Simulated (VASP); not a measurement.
Here is a VASP 6.6.1 calculation.

Contents of POSCAR:

```
TiB2
1.0
    3.0647056727      0.0000000029      0.0000000000
   -1.5323528388      2.6541129662      0.0000000000
    0.0000000000      0.0000000000      3.2667747500
Ti B
1 2
Direct
    0.0000000000      0.0000000000      0.0000000000
    0.3333333333      0.6666666667      0.5000000000
    0.6666666667      0.3333333333      0.5000000000
```

File INCAR.step1:

```
PREC = Accurate
ENCUT = 550
ISMEAR = -1
SIGMA = 0.1
LREAL = False
LASPH = True
NELM = 120
NBANDS = 16
GGA = PE
ALGO = Normal
EDIFF = 1E-5
LWAVE = True
LCHARG = False
GGA_COMPAT = False
```

INCAR.step2

```
PREC = Accurate
ENCUT = 550
EDIFF = 1E-6
ISMEAR = -1
SIGMA = 0.1
LREAL = False
LASPH = True
NELM = 120
ALGO = Normal
ISIF = 2
LWAVE = False
LCHARG = True
METAGGA = R2SCAN
LMIXTAU = True
LELF = True
LVHAR = True
NBANDS = 16
ISTART = 1
GGA_COMPAT = False
```

File KPOINTS:

```
Automatic mesh
0
Gamma
  13 13 10
```

Potentials or basis: VASP PAW PBE potentials, release 64 (Ti_sv, B).

The run is started by

```console
$ cat potpaw_PBE.64/Ti_sv/POTCAR potpaw_PBE.64/B/POTCAR > POTCAR
$ cp INCAR.step1 INCAR
$ mpirun -np 1 vasp_std > vasp.out
$ cp INCAR.step2 INCAR
$ mpirun -np 1 vasp_std > vasp.out
```

(1) Predict the band gap on the k mesh.

(2) What does it give for the pressure?

## Answers

(1) zero (bands 9 and 10 overlap by 0.52 eV).

(2) -8.9 GPa.

Caveat: the cell stands under tension; the PAW data sets were made with another functional, which shifts forces and pressure a little.
